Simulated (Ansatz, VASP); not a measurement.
Sr2TiC2: VASP beside Ansatz

```xyz
5
Lattice="5.6392 0.0000 0.0000 -2.8196 4.8837 0.0000 0.0000 0.0000 4.1906" Properties=species:S:1:pos:R:3 pbc="T T T"
Sr    0.0000    3.2558    2.0953
Sr    2.8196    1.6279    2.0953
Ti    0.0000    0.0000    2.0953
C     0.0000    3.2558    0.0000
C     2.8196    1.6279    0.0000
```

Alike in both runs: task relaxation of cell and atoms; functional PBE; k mesh 6 × 6 × 4; occupations gaussian, width 0.1 eV; no spin polarisation.

|  | VASP | Ansatz |
| --- | --- | --- |
| version | VASP 6.6.1 | Ansatz 0.2.0 |
| potentials or method | VASP PAW PBE potentials, release 64 (Sr_sv, Ti_sv, C), cutoff 600 eV | scalar-relativistic, plane waves, PAW |
| valence electrons in the cell | 40 | 40 |

VASP gave:

* gap on the k mesh at the Fermi level, each at its own relaxed structure (eV): none
* relaxed volume (Å³/atom): 30.97
* relaxed length of the cell vector where the two differ most in proportion (Å): 6.030

Question: Which values does Ansatz return?

Answer: gap on the k mesh at the Fermi level, each at its own relaxed structure (eV): none; relaxed volume (Å³/atom): 30.54; relaxed length of the cell vector where the two differ most in proportion (Å): 5.992.

A gap of «none» marks a metal or a gap that the smearing closes.

The k mesh is coarse, so the values compare programs but aren't converged. Noted on VASP's run: the volume moved by over 15 % at a fixed basis, so the end points are rough.
